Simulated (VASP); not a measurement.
A run of VASP 6.6.1 is set up as follows.

File POSCAR:

```
C
1.0
    0.0000000000      1.8183469191      1.8183469191
    1.8183469191      0.0000000000      1.8183469191
    1.8183469191      1.8183469191      0.0000000000
C
2
Direct
    0.7500000000      0.7500000000      0.7500000000
    0.5000000000      0.5000000000      0.5000000000
```

File INCAR.step1:

```
SYSTEM = C
PREC = Accurate ; ENCUT = 520
EDIFF = 1E-5 ; ISMEAR = -1
SIGMA = 0.05 ; LREAL = .False.
LASPH = .True. ; NELM = 80
ALGO = Normal ; ISIF = 2
LWAVE = .True. ; LCHARG = .False.
GGA = PE ; NBANDS = 11
```

Contents of INCAR.step2:

```
SYSTEM = C
PREC = Accurate ; ENCUT = 520
EDIFF = 1E-6 ; ISMEAR = -1
SIGMA = 0.05 ; LREAL = .False.
LASPH = .True. ; NELM = 80
ALGO = Normal ; ISIF = 2
LWAVE = .False. ; LCHARG = .False.
GGA = B5 ; LHFCALC = .True.
AEXX = 0.5 ; ALDAX = 0.5
AGGAX = 0.5 ; AGGAC = 1.0
ALDAC = 0.0 ; PRECFOCK = Normal
ISTART = 1 ; NBANDS = 11
```

KPOINTS

```
Automatic mesh
0
Gamma
  7 7 7
  0 0 0
```

Potentials or basis: VASP PAW PBE potentials, release 64 (C).

Command:

```console
$ cat potpaw_PBE.64/C/POTCAR > POTCAR
$ cp INCAR.step1 INCAR
$ mpirun -np 1 vasp_std > vasp.out
$ cp INCAR.step2 INCAR
$ mpirun -np 1 vasp_std > vasp.out
```

**Question.** Predict the band gap on the k mesh.

**Answer.** 8.40 eV (least direct gap 9.96 eV).

**Question.** Estimate the pressure.

**Answer.** -32.5 GPa.

Caveat: the k points lie up to 0.43 Å⁻¹ apart; the PAW data sets were made with another functional, which shifts forces and pressure a little; an odd mesh through Γ misses points on the zone boundary, where band edges can lie.
